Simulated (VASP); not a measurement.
A run of VASP 6.6.1 is set up as follows.

Contents of INCAR:

```
SYSTEM = Ir3C
PREC = Accurate
ENCUT = 520
EDIFF = 1E-6
ISMEAR = 0
SIGMA = 0.1
LREAL = .False.
LASPH = .True.
NELM = 150
ALGO = Normal
ISIF = 2
LWAVE = .False.
LCHARG = .False.
ISPIN = 2
MAGMOM = 0 0 0 2
LORBIT = 11
LMAXMIX = 4
LDIPOL = .True.
IDIPOL = 3
DIPOL = 0.5 0.5 0.341
GGA = CA
NBANDS = 28
```

Contents of KPOINTS:

```
Automatic mesh
0
Gamma
  12 12 1
  0 0 0
```

The input POSCAR:

```
Ir3C
1.0
    2.6946510889      0.0000000000      0.0000000000
   -1.3473255444      2.3336362973      0.0000000000
    0.0000000000      0.0000000000     21.2769546740
Ir C
3 1
Direct
    0.6666666667      0.3333333333      0.1879968286
    0.3333333333      0.6666666667      0.2885049938
    0.0000000000      0.0000000000      0.3890103072
    0.6666666667     -0.6666666667      0.4985184598
```

Potentials or basis: VASP PAW LDA potentials, release 64 (Ir, C).

Command:

```sh
$ cat potpaw_LDA.64/Ir/POTCAR potpaw_LDA.64/C/POTCAR > POTCAR
$ mpirun -np 1 vasp_std > vasp.out
```

Problem. What does it give for the largest force?

Solution. 2.318 eV/Å.

Problem. What does it give for the net moment?

Solution. 0.00 μB per cell.

Forces on the atoms (eV/Å):
```
Ir   0.000  0.000 -0.324
Ir   0.000  0.000  0.235
Ir   0.000  0.000  2.318
C    0.000  0.000 -2.229
```
